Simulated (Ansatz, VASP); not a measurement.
# Ga2Cl3 in VASP and in Ansatz

```
CELL_PARAMETERS angstrom
4.15085 0.00000 0.00000
-2.07543 3.59474 0.00000
0.00000 0.00000 9.54166
ATOMIC_POSITIONS crystal
Ga 0.33333 0.66667 0.17843
Ga 0.66667 0.33333 0.82157
Cl 0.00000 0.00000 0.00000
Cl 0.33333 0.66667 0.69423
Cl 0.66667 0.33333 0.30577
```

Alike in both runs: functional PBE; k mesh 12 × 12 × 4; occupations gaussian, width 0.1 eV; no spin polarisation.

Ansatz relaxed the structure, and its values are those at the end. VASP's run is a single point on that final structure, the one shown.

|  | VASP | Ansatz |
| --- | --- | --- |
| version | VASP 6.6.1 | Ansatz 0.2.0 |
| potentials or method | VASP PAW PBE potentials, release 64 (Ga_d, Cl), cutoff 520 eV | scalar-relativistic, plane waves, PAW |
| valence electrons in the cell | 47 | 47 |

|  | VASP | Ansatz | Ansatz less VASP |
| --- | --- | --- | --- |
| gap on the k mesh at the Fermi level (eV) | none | none | - |
| pressure (GPa) | 0.0 | 0.0 | +0.02 |

A gap of «none» marks a metal or a gap that the smearing closes.
